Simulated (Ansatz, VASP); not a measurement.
**Two plane-wave programs on Zn2Sn5N**

```
Zn Sn N
1.0
    -2.85929    2.85929    5.85261
     2.85929   -2.85929    5.85261
     2.85929    2.85929   -5.85261
Zn Sn N
2 5 1
Cartesian
  0.0000 2.8593 0.0000
  2.8593 0.0000 0.0000
  0.0000 0.0000 2.0224
  0.0000 0.0000 9.6828
  0.0000 2.8593 2.9263
  2.8593 0.0000 2.9263
  0.0000 0.0000 5.8526
  0.0000 0.0000 0.0000
```

Alike in both runs: functional PBE; k mesh 8 × 8 × 8; occupations gaussian, width 0.1 eV; no spin polarisation.

Ansatz relaxed the structure, and its values are those at the end. VASP's run is a single point on that final structure, the one shown.

```csv
,VASP,Ansatz
version,VASP 6.6.1,Ansatz 0.2.0
potentials or method,"VASP PAW PBE potentials, release 64 (Zn, Sn_d, N), cutoff 520 eV","scalar-relativistic, plane waves, PAW"
valence electrons in the cell,99,99
```

|  | VASP | Ansatz | Ansatz less VASP |
| --- | --- | --- | --- |
| gap on the k mesh at the Fermi level (eV) | none | none | - |
| pressure (GPa) | 0.0 | 0.0 | +0.02 |

A gap of «none» marks a metal or a gap that the smearing closes.
